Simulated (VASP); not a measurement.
# Rh (Pm-3m) in VASP: notebook

Rh is run at these levels: PBE; tasks: single point, relaxation of cell and atoms.

All numbers are computed with VASP 6.6.1; they aren't measurements. Logs are shortened: lines on timing, memory, paths and dates and some standing lists are left out, and cuts for length are marked.

## Step 1: The cell of the first run

Symmetry: Pm-3m, No. 221, cubic system. Conventional cell: a = 3.688 Å, b = 3.688 Å, c = 3.688 Å, α = 90.00°, β = 90.00°, γ = 90.00°. Within 3.4 Å of Rh (site symmetry 4/mmm) lie 8 Rh at 2.61 Å.

## Step 2: Single point, PBE

The input, INCAR:

```
SYSTEM = Rh
  PREC = Accurate
  ENCUT = 520
  EDIFF = 1E-6
  ISMEAR = 0
  SIGMA = 0.1
  LREAL = .False.
  LASPH = .True.
  NELM = 100
  ALGO = Normal
  ISIF = 2
  LWAVE = .False.
  LCHARG = .False.
  GGA = PE
  NBANDS = 30
```

The input, KPOINTS:

```
Automatic mesh
0
Gamma
  6 6 6
  0 0 0
```

The input, POSCAR:

```
Rh
1.0
    3.6881927733      0.0000000000      0.0000000000
    0.0000000000      3.6881927733      0.0000000000
    0.0000000000      0.0000000000      3.6881927733
Rh
3
Direct
    0.0000000000      0.5000000000      0.5000000000
    0.5000000000      0.0000000000      0.5000000000
    0.5000000000      0.5000000000      0.0000000000
```

Potentials or basis: VASP PAW PBE potentials, release 64 (Rh_pv).

Started as:

```bash
$ cat potpaw_PBE.64/Rh_pv/POTCAR > POTCAR
$ mpirun -np 1 vasp_std > vasp.out
```

OUTCAR:

```text
SYSTEM = Rh
   PREC = Accurate
   ENCUT = 520
   EDIFF = 1E-6
   ISMEAR = 0
   LREAL = .False.
   LASPH = .True.
   NELM = 100
   ISIF = 2
   GGA = PE

 ion  position               nearest neighbor table
   1  0.000  0.500  0.500-   2 2.61   3 2.61   3 2.61   2 2.61   2 2.61   3 2.61   3 2.61   2 2.61

   2  0.500  0.000  0.500-   1 2.61   3 2.61   3 2.61   1 2.61   3 2.61   3 2.61   1 2.61   1 2.61

   3  0.500  0.500  0.000-   1 2.61   2 2.61   1 2.61   2 2.61   2 2.61   2 2.61   1 2.61   1 2.61

  LATTYP: Found a simple cubic cell.
 ALAT       =     3.6881927733

  Lattice vectors:

 A1 = (   3.6881927733,   0.0000000000,   0.0000000000)
 A2 = (   0.0000000000,   3.6881927733,   0.0000000000)
 A3 = (   0.0000000000,   0.0000000000,   3.6881927733)

Analysis of symmetry for initial positions (statically):
=====================================================================
 Subroutine PRICEL returns:
 Original cell was already a primitive cell.

 Routine SETGRP: Setting up the symmetry group for a
 simple cubic supercell.

 Subroutine GETGRP returns: Found 48 space group operations
 (whereof 48 operations were pure point group operations)
 out of a pool of 48 trial point group operations.

The static configuration has the point symmetry O_h .

Analysis of symmetry for dynamics (positions and initial velocities):
=====================================================================
 Subroutine PRICEL returns:
 Original cell was already a primitive cell.

 Routine SETGRP: Setting up the symmetry group for a
 simple cubic supercell.

 Subroutine GETGRP returns: Found 48 space group operations
 (whereof 48 operations were pure point group operations)
 out of a pool of 48 trial point group operations.

The dynamic configuration has the point symmetry O_h .

 Subroutine INISYM returns: Found 48 space group operations
 (whereof 48 operations are pure point group operations),
 and found     1 'primitive' translations

----------------------------------------------------------------------------------------

                                     Primitive cell

  volume of cell :      50.1696

  direct lattice vectors                    reciprocal lattice vectors
     3.688192773  0.000000000  0.000000000     0.271135502  0.000000000  0.000000000
     0.000000000  3.688192773  0.000000000     0.000000000  0.271135502  0.000000000
     0.000000000  0.000000000  3.688192773     0.000000000  0.000000000  0.271135502

  length of vectors
     3.688192773  3.688192773  3.688192773     0.271135502  0.271135502  0.271135502

  position of ions in fractional coordinates (direct lattice)
     0.000000000  0.500000000  0.500000000
     0.500000000  0.000000000  0.500000000
     0.500000000  0.500000000  0.000000000

  ion indices of the primitive-cell ions
   primitive index   ion index
                 1           1
                 2           2
                 3           3

----------------------------------------------------------------------------------------

 KPOINTS: Automatic mesh

Automatic generation of k-mesh.
 Grid dimensions read from file:
 generate k-points for:    6    6    6

 Generating k-lattice:

  Cartesian coordinates                     Fractional coordinates (reciprocal lattice)
     0.045189250  0.000000000  0.000000000     0.166666667  0.000000000  0.000000000
     0.000000000  0.045189250  0.000000000     0.000000000  0.166666667  0.000000000
     0.000000000  0.000000000  0.045189250     0.000000000  0.000000000  0.166666667

  Length of vectors
     0.045189250  0.045189250  0.045189250

  Shift w.r.t. Gamma in fractional coordinates (k-lattice)
     0.000000000  0.000000000  0.000000000

 Subroutine IBZKPT returns following result:
 ===========================================

 Found     20 irreducible k-points:

 Following reciprocal coordinates:
            Coordinates               Weight
  0.000000  0.000000  0.000000      1.000000
  0.166667  0.000000  0.000000      6.000000
  0.333333  0.000000  0.000000      6.000000
  0.500000  0.000000  0.000000      3.000000
  0.166667  0.166667  0.000000     12.000000
  0.333333  0.166667  0.000000     24.000000
[... 12 lines left out ...]
  0.500000  0.500000  0.333333      6.000000
  0.500000  0.500000  0.500000      1.000000
   k-points           NKPTS =     20   k-points in BZ     NKDIM =     20   number of bands    NBANDS=     30
   number of dos      NEDOS =    301   number of ions     NIONS =      3
   total plane-waves  NPLWV =  21952
   dimension x,y,z NGX =    28 NGY =   28 NGZ =   28
   dimension x,y,z NGXF=    56 NGYF=   56 NGZF=   56
   ions per type =               3
   NGX,Y,Z   is equivalent  to a cutoff of  12.62, 12.62, 12.62 a.u.
   NGXF,Y,Z  is equivalent  to a cutoff of  25.24, 25.24, 25.24 a.u.
 SYSTEM =  Rh
   PREC   = accura    normal or accurate (medium, high low for compatibility)
   ISTART =      0    job   : 0-new  1-cont  2-samecut
   ICHARG =      2    charge: 1-file 2-atom 10-const
   ISPIN  =      1    spin polarized calculation?
   LNONCOLLINEAR =      F non collinear calculations
   LSORBIT =      F    spin-orbit coupling
   LASPH  =      T    aspherical Exc in radial PAW
   ENCUT  =  520.0 eV  38.22 Ry    6.18 a.u.   6.86  6.86  6.86*2*pi/ulx,y,z
   NELM   =    100;   NELMIN=  2; NELMDL= -5     # of ELM steps
   EDIFF  = 0.1E-05   stopping-criterion for ELM
   LREAL  =      F    real-space projection
   EDIFFG = 0.1E-04   stopping-criterion for IOM
   NSW    =      0    number of steps for IOM
   IBRION =     -1    ionic relax: 0-MD 1-quasi-New 2-CG
   NFREE  =      0    steps in history (QN), initial steepest desc. (CG)
   ISIF   =      2    stress and relaxation
   ISYM   =      2    0-nonsym 1-usesym 2-fastsym
   POTIM  = 0.5000    time-step for ionic-motion
   TEBEG  =    0.0;   TEEND  =   0.0 temperature during run
   PSTRESS=    0.0 pullay stress
   NELECT =      45.0000    total number of electrons
   NUPDOWN=      -1.0000    fix difference up-down
   EMIN   =  10.00;   EMAX   =-10.00  energy-range for DOS
   EFERMI =   0.00;   METHOD = LEGACY
   ISMEAR =     0;   SIGMA  =   0.10  broadening in eV -4-tet -1-fermi 0-gaus
   EFERMI_NEDOS =   21; number of points for ismear=-14 and -15
   IALGO  =     38    algorithm
   IMIX   =      4    mixing-type and parameters
     AMIX     =   0.40;   BMIX     =  1.00
     AMIX_MAG =   1.60;   BMIX_MAG =  1.00
  volume/ion in A,a.u.               =      16.72       112.85
  Fermi-wavevector in a.u.,A,eV,Ry     =   1.578818  2.983533 33.914782  2.492666
  Thomas-Fermi vector in A             =   2.679291
   LORBIT       =      0    0 simple, 1 ext, 2 COOP (PROOUT), +10 PAW based schemes
   GGA     = PE    functional components
   LHFCALC =     F    Hartree Fock is set to
   AEXX    =    0.0000 exact exchange contribution
   IVDW    =     0    specifies the selected vdW correction
   LEPSILON=     F    determine dielectric tensor
   LRPA    =     F    only Hartree local field effects (RPA)
 non-spin polarized calculation
 Gauss-broadening in eV      SIGMA  =   0.10
  energy-cutoff  :      520.00
  volume of cell :       50.17
 maximum number of plane-waves:      1376
 NGX is ok and might be reduce to    28
   NGX = 13   NGY = 13   NGZ = 13

 number of electron      44.9999960 magnetization

 Free energy of the ion-electron system (eV)
  ---------------------------------------------------
  ext. energy  EPLUGINS =         0.00000000
  ---------------------------------------------------
  free energy    TOTEN  =       -19.74670594 eV

  energy without entropy =      -19.69840091  energy(sigma->0) =      -19.72255343

 E-fermi :   8.6211     XC(G=0): -12.5624

 val. band max:        8.6181295910   @ k =   0.5000   0.5000   0.3333
 cond. band min:       8.6293268726   @ k =   0.1667   0.1667   0.0000
 fundamental gap:      0.0111972816
 Fermi energy:         8.6211469669

 k-point     1 :       0.0000    0.0000    0.0000
  band No.  band energies     occupation
      1     -38.0432      2.00000
      2     -38.0432      2.00000
      3     -38.0432      2.00000
      4     -37.4608      2.00000
      5     -37.4608      2.00000
      6     -37.4608      2.00000
[... 22 lines left out ...]
     29      21.3389      0.00000
     30      21.4608      0.00000

 k-point     2 :       0.1667    0.0000    0.0000
  band No.  band energies     occupation
      1     -38.0218      2.00000
      2     -38.0218      2.00000
      3     -38.0062      2.00000
      4     -37.4689      2.00000
      5     -37.4689      2.00000
      6     -37.4632      2.00000
[... 22 lines left out ...]
     29      20.9571      0.00000
     30      21.3812      0.00000

 k-point     3 :       0.3333    0.0000    0.0000
  band No.  band energies     occupation
      1     -37.9735      2.00000
      2     -37.9735      2.00000
      3     -37.9096      2.00000
      4     -37.4956      2.00000
      5     -37.4956      2.00000
      6     -37.4954      2.00000
[... 22 lines left out ...]
     29      20.2464      0.00000
     30      21.1718      0.00000

 k-point     4 :       0.5000    0.0000    0.0000
  band No.  band energies     occupation
      1     -37.9453      2.00000
      2     -37.9453      2.00000
      3     -37.8326      2.00000
      4     -37.5801      2.00000
      5     -37.5162      2.00000
      6     -37.5162      2.00000
[... 22 lines left out ...]
     29      19.9403      0.00000
     30      21.0300      0.00000

 k-point     5 :       0.1667    0.1667    0.0000
  band No.  band energies     occupation
      1     -38.0487      2.00000
      2     -37.9999      2.00000
      3     -37.9291      2.00000
      4     -37.5260      2.00000
      5     -37.4745      2.00000
      6     -37.4363      2.00000
[... 22 lines left out ...]
     29      20.8013      0.00000
     30      21.3865      0.00000
[... 394 lines left out ...]
     29      18.6009      0.00000
     30      18.6009      0.00000

 k-point    18 :       0.5000    0.3333    0.3333
  band No.  band energies     occupation
      1     -38.3049      2.00000
      2     -37.7734      2.00000
      3     -37.7598      2.00000
      4     -37.7362      2.00000
      5     -37.6202      2.00000
      6     -37.5574      2.00000
[... 22 lines left out ...]
     29      17.7241      0.00000
     30      18.0520      0.00000

 k-point    19 :       0.5000    0.5000    0.3333
  band No.  band energies     occupation
      1     -38.3485      2.00000
      2     -37.8046      2.00000
      3     -37.7662      2.00000
      4     -37.7662      2.00000
      5     -37.5881      2.00000
      6     -37.5371      2.00000
[... 22 lines left out ...]
     29      18.4763      0.00000
     30      18.4793      0.00000

 k-point    20 :       0.5000    0.5000    0.5000
  band No.  band energies     occupation
      1     -38.3982      2.00000
      2     -37.8044      2.00000
      3     -37.8044      2.00000
      4     -37.8044      2.00000
      5     -37.5369      2.00000
      6     -37.5369      2.00000
[... 22 lines left out ...]
     29      17.7616      0.00000
     30      17.7616      0.00000

------------------------ aborting loop because EDIFF is reached ----------------------------------------

  FORCE on cell =-STRESS in cart. coord.  units (eV):
  Direction    XX          YY          ZZ          XY          YZ          ZX
  --------------------------------------------------------------------------------------
  -------------------------------------------------------------------------------------
  Total        0.0545046      0.0545046      0.0545046     -0.0000000     -0.0000000      0.0000000
  in kB        1.7406153      1.7406153      1.7406153     -0.0000000     -0.0000000      0.0000000
  external PRESSURE =       1.7406153 kB  Pullay stress =       0.0000000 kB

 VOLUME and BASIS-vectors are now :
 -----------------------------------------------------------------------------
  energy-cutoff  :      520.00
  volume of cell :       50.17
      direct lattice vectors                 reciprocal lattice vectors
     3.688192773  0.000000000  0.000000000     0.271135502  0.000000000  0.000000000
     0.000000000  3.688192773  0.000000000     0.000000000  0.271135502  0.000000000
     0.000000000  0.000000000  3.688192773     0.000000000  0.000000000  0.271135502

 POSITION                                       TOTAL-FORCE (eV/Angst)
 -----------------------------------------------------------------------------------
      0.00000      1.84410      1.84410         0.000000      0.000000      0.000000
      1.84410      0.00000      1.84410         0.000000      0.000000      0.000000
      1.84410      1.84410      0.00000         0.000000      0.000000      0.000000
 -----------------------------------------------------------------------------------
    total drift:                                0.000000      0.000000      0.000000

  FREE ENERGIE OF THE ION-ELECTRON SYSTEM (eV)
  ---------------------------------------------------
  free  energy   TOTEN  =       -19.7467059428 eV

  energy  without entropy=      -19.6984009123  energy(sigma->0) =      -19.72255343
```

It took 23 s on 1 thread of Intel Xeon 6975P-C, shared host; peak memory 0.16 GiB.

What came out:

| Item | Value |
| --- | --- |
| Free energy | -19.7467 eV |
| Pressure | 0.2 GPa |

## Step 3: Relaxation of cell and atoms, PBE

This run uses another cell than the first one, of 21.73 Å³/atom, 1.299 times its volume.

The input, INCAR:

```
SYSTEM = Rh
PREC = Accurate ; ENCUT = 600
EDIFF = 1E-6 ; ISMEAR = 0
SIGMA = 0.1 ; LREAL = .FALSE.
LASPH = .TRUE. ; NELM = 60
ALGO = Normal ; ISIF = 3
LWAVE = .FALSE. ; LCHARG = .FALSE.
GGA = PE ; IBRION = 2
NSW = 90 ; EDIFFG = -0.04
```

The input, KPOINTS:

```
regular mesh
0
G
  4 4 4
  0 0 0
```

The input, POSCAR:

```
Rh
1.0
    4.0245443000      0.0000000000      0.0000000000
    0.0000000000      4.0245443000      0.0000000000
    0.0000000000      0.0000000000      4.0245443000
Rh
3
Direct
    0.0000000000      0.5000000000      0.5000000000
    0.5000000000      0.0000000000      0.5000000000
    0.5000000000      0.5000000000      0.0000000000
```

Potentials or basis: VASP PAW PBE potentials, release 64 (Rh_pv).

Started as:

```bash
$ cat potpaw_PBE.64/Rh_pv/POTCAR > POTCAR
$ mpirun -np 1 vasp_std > vasp.out
```

OUTCAR:

```text
SYSTEM = Rh
   PREC = Accurate
   ENCUT = 600
   EDIFF = 1E-6
   ISMEAR = 0
   LREAL = .FALSE.
   LASPH = .TRUE.
   NELM = 60
   ISIF = 3
   GGA = PE
   IBRION = 2
   NSW = 90
   EDIFFG = -0.04

 ion  position               nearest neighbor table
   1  0.000  0.500  0.500-   2 2.85   3 2.85   3 2.85   2 2.85   2 2.85   3 2.85   3 2.85   2 2.85

   2  0.500  0.000  0.500-   1 2.85   3 2.85   3 2.85   1 2.85   3 2.85   3 2.85   1 2.85   1 2.85

   3  0.500  0.500  0.000-   1 2.85   2 2.85   1 2.85   2 2.85   2 2.85   2 2.85   1 2.85   1 2.85

  LATTYP: Found a simple cubic cell.
 ALAT       =     4.0245443000

  Lattice vectors:

 A1 = (   4.0245443000,   0.0000000000,   0.0000000000)
 A2 = (   0.0000000000,   4.0245443000,   0.0000000000)
 A3 = (   0.0000000000,   0.0000000000,   4.0245443000)

Analysis of symmetry for initial positions (statically):
[... 202 lines left out ...]
 val. band max:       13.1563810088   @ k =   0.5000   0.2500   0.2500
 cond. band min:      13.2452324807   @ k =   0.5000   0.5000   0.2500
 fundamental gap:      0.0888514720
 Fermi energy:        13.1913933631

 k-point     1 :       0.0000    0.0000    0.0000
  band No.  band energies     occupation
      1     -34.6257      2.00000
      2     -34.6257      2.00000
      3     -34.6257      2.00000
      4     -33.4599      2.00000
      5     -33.4599      2.00000
      6     -33.4599      2.00000
[... 399 lines left out ...]
--------------------------------------- Ionic step        5  -------------------------------------------

 number of electron      45.0000025 magnetization

 Free energy of the ion-electron system (eV)
  ---------------------------------------------------
  ext. energy  EPLUGINS =         0.00000000
  ---------------------------------------------------
  free energy    TOTEN  =       -19.80919119 eV

  energy without entropy =      -19.78137499  energy(sigma->0) =      -19.79528309

 E-fermi :   8.6242     XC(G=0): -12.5698

 val. band max:        8.6126769580   @ k =   0.5000   0.2500   0.2500
 cond. band min:       8.6593865222   @ k =   0.5000   0.5000   0.2500
 fundamental gap:      0.0467095643
 Fermi energy:         8.6242444768

 k-point     1 :       0.0000    0.0000    0.0000
  band No.  band energies     occupation
      1     -37.9986      2.00000
      2     -37.9986      2.00000
      3     -37.9986      2.00000
      4     -37.4424      2.00000
      5     -37.4424      2.00000
      6     -37.4424      2.00000
[... 319 lines left out ...]
  FREE ENERGIE OF THE ION-ELECTRON SYSTEM (eV)
  ---------------------------------------------------
  free  energy   TOTEN  =       -19.8091911919 eV

  energy  without entropy=      -19.7813749859  energy(sigma->0) =      -19.79528309

 reached required accuracy - stopping structural energy minimisation
```

OSZICAR:

```text
N       E                     dE             d eps       ncg     rms          rms(c)
DAV:   1     0.542894528221E+03    0.54289E+03   -0.30379E+04   556   0.195E+03
DAV:   2    -0.306993917043E+01   -0.54596E+03   -0.53702E+03   572   0.558E+02
DAV:   3    -0.188485397305E+02   -0.15779E+02   -0.14396E+02   639   0.962E+01
[... 48 lines left out ...]
DAV:   4    -0.198091964761E+02   -0.14010E-03   -0.43922E-04   548   0.159E-01    0.122E-02
DAV:   5    -0.198091939111E+02    0.25650E-05   -0.20596E-05   556   0.391E-02    0.586E-03
DAV:   6    -0.198091921316E+02    0.17794E-05   -0.11279E-06   281   0.920E-03    0.182E-03
DAV:   7    -0.198091910618E+02    0.10698E-05   -0.12878E-07   270   0.332E-03    0.305E-04
DAV:   8    -0.198091911919E+02   -0.13014E-06   -0.26536E-08   270   0.145E-03
   5 F= -.19809191E+02 E0= -.19795283E+02  d E =-.153343E+01
```

It took 64 s on 1 thread of Intel Xeon 6975P-C, shared host; peak memory 0.19 GiB.

What came out:

```
Free energy                            : -19.8092 eV
Relaxed volume                         : 16.70 Å³/atom
Relaxed cell                           : a = 3.686 Å, b = 3.686 Å, c = 3.686 Å, α = 90.00°, β = 90.00°, γ = 90.00°
Space group after relaxing (to 0.05 Å) : Pm-3m (No. 221)
Energy gained by relaxing              : 511.1 meV/atom
Ionic steps                            : 5
Pressure after relaxing                : 0.0 GPa
```

The path:
```
step  energy change (eV)  largest force (eV/Å)  pressure (GPa)  volume (Å³)
   1              0.0000                0.0000          -24.69        65.19
   2              1.1493                0.0000           95.60        38.42
   3             -1.5262                0.0000           -2.84        50.91
   4             -1.5325                0.0000           -1.05        50.39
   5             -1.5334                0.0000            0.02        50.10
```

Final structure:
```
Rh
1.0
     3.68641    0.00000    0.00000
     0.00000    3.68641    0.00000
     0.00000    0.00000    3.68641
Rh
3
Direct
  0.00000 0.50000 0.50000
  0.50000 0.00000 0.50000
  0.50000 0.50000 0.00000
```

Levels at points of the mesh, in eV from the Fermi level:
| k point | band 19 | band 20 | band 21 | band 22 | band 23 | band 24 | band 25 | band 26 |
| --- | --- | --- | --- | --- | --- | --- | --- | --- |
| (0.00, 0.00, 0.00) | -0.72 | 0.34 | 0.34 | 1.50 | 1.87 | 1.87 | 1.87 | 5.31 |
| (0.50, 0.00, 0.00) | -1.32 | -1.13 | -0.77 | -0.58 | -0.58 | -0.34 | 0.47 | 1.87 |
| (0.50, 0.50, 0.00) | -2.27 | -1.34 | -1.34 | -1.22 | -0.55 | 0.09 | 1.01 | 3.00 |
| (0.50, 0.50, 0.50) | -1.01 | -0.02 | -0.02 | 1.34 | 1.45 | 1.45 | 1.45 | 2.96 |

Caveat: the k points lie up to 0.43 Å⁻¹ apart in the final cell; the volume moved by over 15 % at a fixed basis, so the end points are rough.
